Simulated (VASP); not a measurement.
# K2S (Fm-3m) in VASP: a series of runs

Runs on K2S. Level: LDA. Tasks: single point.

Everything below comes from runs of VASP 6.6.1. Logs are shortened: lines on timing, memory, paths and dates and some standing lists are left out, and cuts for length are marked.

**1. The cell of the first run**

It takes space group Fm-3m (No. 225, cubic). Conventional cell: a = 7.414 Å, b = 7.414 Å, c = 7.414 Å, α = 90.00°, β = 90.00°, γ = 90.00°. Within 4.2 Å of K (site symmetry -43m) lie 4 S at 3.21 Å and 6 K at 3.71 Å. Within 4.2 Å of S (site symmetry m-3m) lie 8 K at 3.21 Å.

**2. Single point, LDA**

INCAR reads:

```
SYSTEM = K2S
PREC = Accurate
ENCUT = 500
EDIFF = 1E-6
ISMEAR = 0
SIGMA = 0.1
LREAL = .False.
LASPH = .True.
NELM = 120
ALGO = Normal
ISIF = 2
LWAVE = .False.
LCHARG = .False.
GGA = CA
NBANDS = 19
GGA_COMPAT = .False.
```

KPOINTS reads:

```
regular mesh
0
Gamma
  4 4 4
  0 0 0
```

POSCAR reads:

```
K2S
1.0
    0.0000000000      3.7069394600      3.7069394600
    3.7069394600      0.0000000000      3.7069394600
    3.7069394600      3.7069394600      0.0000000000
K S
2 1
Direct
    0.7500000000      0.7500000000      0.7500000000
    0.2500000000      0.2500000000      0.2500000000
    0.0000000000      0.0000000000      0.0000000000
```

Potentials or basis: VASP PAW LDA potentials, release 64 (K_sv, S).

Launch:

```sh
> cat potpaw_LDA.64/K_sv/POTCAR potpaw_LDA.64/S/POTCAR > POTCAR
> mpirun -np 1 vasp_std > vasp.out
```

OUTCAR:

```text
SYSTEM = K2S
   PREC = Accurate
   ENCUT = 500
   EDIFF = 1E-6
   ISMEAR = 0
   LREAL = .False.
   LASPH = .True.
   NELM = 120
   ISIF = 2
   GGA = CA

 ion  position               nearest neighbor table
   1  0.750  0.750  0.750-   3 3.21   3 3.21   3 3.21   3 3.21   2 3.71   2 3.71   2 3.71   2 3.71
                             2 3.71   2 3.71
   2  0.250  0.250  0.250-   3 3.21   3 3.21   3 3.21   3 3.21   1 3.71   1 3.71   1 3.71   1 3.71
                             1 3.71   1 3.71
   3  0.000  0.000  0.000-   1 3.21   1 3.21   1 3.21   1 3.21   2 3.21   2 3.21   2 3.21   2 3.21

  LATTYP: Found a face centered cubic cell.
 ALAT       =     7.4138789200

  Lattice vectors:

 A1 = (   0.0000000000,   3.7069394600,   3.7069394600)
 A2 = (   3.7069394600,   0.0000000000,   3.7069394600)
 A3 = (   3.7069394600,   3.7069394600,   0.0000000000)

Analysis of symmetry for initial positions (statically):
=====================================================================
 Subroutine PRICEL returns:
 Original cell was already a primitive cell.

 Routine SETGRP: Setting up the symmetry group for a
 face centered cubic supercell.

 Subroutine GETGRP returns: Found 48 space group operations
 (whereof 48 operations were pure point group operations)
 out of a pool of 48 trial point group operations.

The static configuration has the point symmetry O_h .

Analysis of symmetry for dynamics (positions and initial velocities):
=====================================================================
 Subroutine PRICEL returns:
 Original cell was already a primitive cell.

 Routine SETGRP: Setting up the symmetry group for a
 face centered cubic supercell.

 Subroutine GETGRP returns: Found 48 space group operations
 (whereof 48 operations were pure point group operations)
 out of a pool of 48 trial point group operations.

The dynamic configuration has the point symmetry O_h .

 Subroutine INISYM returns: Found 48 space group operations
 (whereof 48 operations are pure point group operations),
 and found     1 'primitive' translations

----------------------------------------------------------------------------------------

                                     Primitive cell

  volume of cell :     101.8771

  direct lattice vectors                    reciprocal lattice vectors
[... 69 lines left out ...]
   LASPH  =      T    aspherical Exc in radial PAW
   ENCUT  =  500.0 eV  36.75 Ry    6.06 a.u.   9.56  9.56  9.56*2*pi/ulx,y,z
   NELM   =    120;   NELMIN=  2; NELMDL= -5     # of ELM steps
   EDIFF  = 0.1E-05   stopping-criterion for ELM
   LREAL  =      F    real-space projection
   EDIFFG = 0.1E-04   stopping-criterion for IOM
   NSW    =      0    number of steps for IOM
   IBRION =     -1    ionic relax: 0-MD 1-quasi-New 2-CG
   NFREE  =      0    steps in history (QN), initial steepest desc. (CG)
   ISIF   =      2    stress and relaxation
   ISYM   =      2    0-nonsym 1-usesym 2-fastsym
   POTIM  = 0.5000    time-step for ionic-motion
   TEBEG  =    0.0;   TEEND  =   0.0 temperature during run
   PSTRESS=    0.0 pullay stress
   NELECT =      24.0000    total number of electrons
   NUPDOWN=      -1.0000    fix difference up-down
   EMIN   =  10.00;   EMAX   =-10.00  energy-range for DOS
   EFERMI =   0.00;   METHOD = LEGACY
   ISMEAR =     0;   SIGMA  =   0.10  broadening in eV -4-tet -1-fermi 0-gaus
   EFERMI_NEDOS =   21; number of points for ismear=-14 and -15
   IALGO  =     38    algorithm
   IMIX   =      4    mixing-type and parameters
     AMIX     =   0.40;   BMIX     =  1.00
     AMIX_MAG =   1.60;   BMIX_MAG =  1.00
  volume/ion in A,a.u.               =      33.96       229.17
  Fermi-wavevector in a.u.,A,eV,Ry     =   1.011082  1.910668 13.909059  1.022287
  Thomas-Fermi vector in A             =   2.144110
   LORBIT       =      0    0 simple, 1 ext, 2 COOP (PROOUT), +10 PAW based schemes
   GGA     = CA    functional components
   LHFCALC =     F    Hartree Fock is set to
   AEXX    =    0.0000 exact exchange contribution
   IVDW    =     0    specifies the selected vdW correction
   LEPSILON=     F    determine dielectric tensor
   LRPA    =     F    only Hartree local field effects (RPA)
 non-spin polarized calculation
 Gauss-broadening in eV      SIGMA  =   0.10
  energy-cutoff  :      500.00
  volume of cell :      101.88
 maximum number of plane-waves:      2637
 NGX is ok and might be reduce to    40
   NGX = 19   NGY = 19   NGZ = 19

 number of electron      23.9999997 magnetization

 Free energy of the ion-electron system (eV)
  ---------------------------------------------------
  ext. energy  EPLUGINS =         0.00000000
  ---------------------------------------------------
  free energy    TOTEN  =       -10.35813261 eV

  energy without entropy =      -10.35813261  energy(sigma->0) =      -10.35813261

 E-fermi :  -0.0946     XC(G=0):  -7.8010

 val. band max:       -0.6372957710   @ k =   0.5000   0.5000   0.0000
 cond. band min:       1.4654290098   @ k =   0.0000   0.0000   0.0000
 fundamental gap:      2.1027247808
 Fermi energy:        -0.0945570593

 k-point     1 :       0.0000    0.0000    0.0000
  band No.  band energies     occupation
      1     -29.4580      2.00000
      2     -29.3704      2.00000
      3     -13.2938      2.00000
      4     -13.2938      2.00000
      5     -13.2938      2.00000
      6     -13.0434      2.00000
[... 153 lines left out ...]
      6     -13.1856      2.00000
[... 11 lines left out ...]
     18       6.4297      0.00000
     19       6.9910      0.00000

------------------------ aborting loop because EDIFF is reached ----------------------------------------

  FORCE on cell =-STRESS in cart. coord.  units (eV):
  Direction    XX          YY          ZZ          XY          YZ          ZX
  --------------------------------------------------------------------------------------
  -------------------------------------------------------------------------------------
  Total       -1.0931316     -1.0931316     -1.0931316      0.0000000      0.0000000      0.0000000
  in kB      -17.1912143    -17.1912143    -17.1912143      0.0000000      0.0000000      0.0000000
  external PRESSURE =     -17.1912143 kB  Pullay stress =       0.0000000 kB

 VOLUME and BASIS-vectors are now :
 -----------------------------------------------------------------------------
  energy-cutoff  :      500.00
  volume of cell :      101.88
      direct lattice vectors                 reciprocal lattice vectors
     0.000000000  3.706939460  3.706939460    -0.134882160  0.134882160  0.134882160
     3.706939460  0.000000000  3.706939460     0.134882160 -0.134882160  0.134882160
     3.706939460  3.706939460  0.000000000     0.134882160  0.134882160 -0.134882160

 POSITION                                       TOTAL-FORCE (eV/Angst)
 -----------------------------------------------------------------------------------
      5.56041      5.56041      5.56041         0.000000      0.000000     -0.000000
      1.85347      1.85347      1.85347        -0.000000     -0.000000      0.000000
      0.00000      0.00000      0.00000         0.000000      0.000000      0.000000
 -----------------------------------------------------------------------------------
    total drift:                               -0.000000     -0.000000      0.000000

  FREE ENERGIE OF THE ION-ELECTRON SYSTEM (eV)
  ---------------------------------------------------
  free  energy   TOTEN  =       -10.3581326081 eV

  energy  without entropy=      -10.3581326081  energy(sigma->0) =      -10.35813261
```

OSZICAR:

```text
N       E                     dE             d eps       ncg     rms          rms(c)
DAV:   1     0.164305309755E+03    0.16431E+03   -0.10837E+04   304   0.107E+03
DAV:   2     0.334510554156E+01   -0.16096E+03   -0.15497E+03   322   0.323E+02
DAV:   3    -0.113367740382E+02   -0.14682E+02   -0.14623E+02   536   0.734E+01
DAV:   4    -0.117497089319E+02   -0.41293E+00   -0.41255E+00   456   0.122E+01
DAV:   5    -0.117642505055E+02   -0.14542E-01   -0.14541E-01   488   0.154E+00    0.537E+00
DAV:   6    -0.104698045111E+02    0.12944E+01   -0.37781E+00   404   0.748E+00    0.474E+00
DAV:   7    -0.103762956642E+02    0.93509E-01   -0.75822E-01   416   0.287E+00    0.366E+00
DAV:   8    -0.103795565695E+02   -0.32609E-02   -0.30244E-01   340   0.221E+00    0.169E+00
DAV:   9    -0.103565210905E+02    0.23035E-01   -0.11113E-01   349   0.101E+00    0.628E-01
DAV:  10    -0.103585049122E+02   -0.19838E-02   -0.55778E-03   383   0.331E-01    0.258E-01
DAV:  11    -0.103581552743E+02    0.34964E-03   -0.19774E-03   368   0.136E-01    0.158E-01
DAV:  12    -0.103581220957E+02    0.33179E-04   -0.80474E-04   359   0.747E-02    0.127E-01
DAV:  13    -0.103581362002E+02   -0.14104E-04   -0.17896E-04   352   0.511E-02    0.157E-02
DAV:  14    -0.103581330332E+02    0.31670E-05   -0.52061E-05   322   0.251E-02    0.403E-03
DAV:  15    -0.103581326081E+02    0.42513E-06   -0.63248E-06   343   0.931E-03
   1 F= -.10358133E+02 E0= -.10358133E+02  d E =-.105627E-14
```

Wall time 15 s (1 thread of AMD EPYC 7R13 (Zen 3), shared host); peak memory 0.16 GiB.

Results:

* Free energy: -10.3581 eV
* Pressure: -1.7 GPa
* Band gap on the k mesh: 2.10 eV (least direct gap 2.31 eV)

**3. Single point, LDA**

This run uses another cell than the first one, of 30.98 Å³/atom.

INCAR reads:

```
SYSTEM = K2S
PREC     = Accurate       ! precision mode
ENCUT    = 500            ! plane-wave cutoff, eV
EDIFF    = 1E-6           ! SCF threshold, eV
ISMEAR   = 0              ! smearing method
SIGMA    = 0.02           ! smearing width, eV
LREAL    = .FALSE.        ! projectors in reciprocal space
LASPH    = .TRUE.         ! aspherical terms in the spheres
NELM     = 120            ! most SCF steps
ALGO     = Normal         ! electronic algorithm
ISIF     = 2              ! what is computed and relaxed
LWAVE    = .FALSE.        ! write WAVECAR
LCHARG   = .FALSE.        ! write CHGCAR
GGA      = CA             ! functional
NBANDS   = 19             ! bands
GGA_COMPAT= .FALSE.
```

KPOINTS reads:

```
Automatic mesh
0
G
  6 6 6
  0 0 0
```

POSCAR reads:

```
K2S
1.0
    0.0000000000      3.5952798756      3.5952798756
    3.5952798756      0.0000000000      3.5952798756
    3.5952798756      3.5952798756      0.0000000000
K S
2 1
Direct
    0.7500000000      0.7500000000      0.7500000000
    0.2500000000      0.2500000000      0.2500000000
    0.0000000000      0.0000000000      0.0000000000
```

Potentials or basis: VASP PAW LDA potentials, release 64 (K_sv, S).

Launch:

```sh
> cat potpaw_LDA.64/K_sv/POTCAR potpaw_LDA.64/S/POTCAR > POTCAR
> mpirun -np 1 vasp_std > vasp.out
```

Run time: 28 s. Hardware: 1 thread of AMD EPYC 7R13 (Zen 3), shared host; peak memory 0.16 GiB.

Results (log left out):

| Quantity | Value |
| --- | --- |
| Free energy | -10.4067 eV |
| Pressure | 0.1 GPa |
| Band gap on the k mesh | 2.32 eV (least direct gap 2.62 eV) |

Levels at points of the mesh, in eV from the valence-band top:
| k point | band 10 | band 11 | band 12 | band 13 | band 14 | band 15 |
| --- | --- | --- | --- | --- | --- | --- |
| (0.00, 0.00, 0.00) | -0.30 | -0.30 | -0.30 | 2.32 | 5.25 | 5.25 |
| (0.50, 0.00, 0.00) | -0.72 | -0.12 | -0.12 | 4.65 | 5.15 | 5.73 |
| (0.50, 0.50, 0.00) | -0.90 | 0.00 | 0.00 | 3.29 | 5.20 | 6.48 |

A k mesh can miss the band edges.
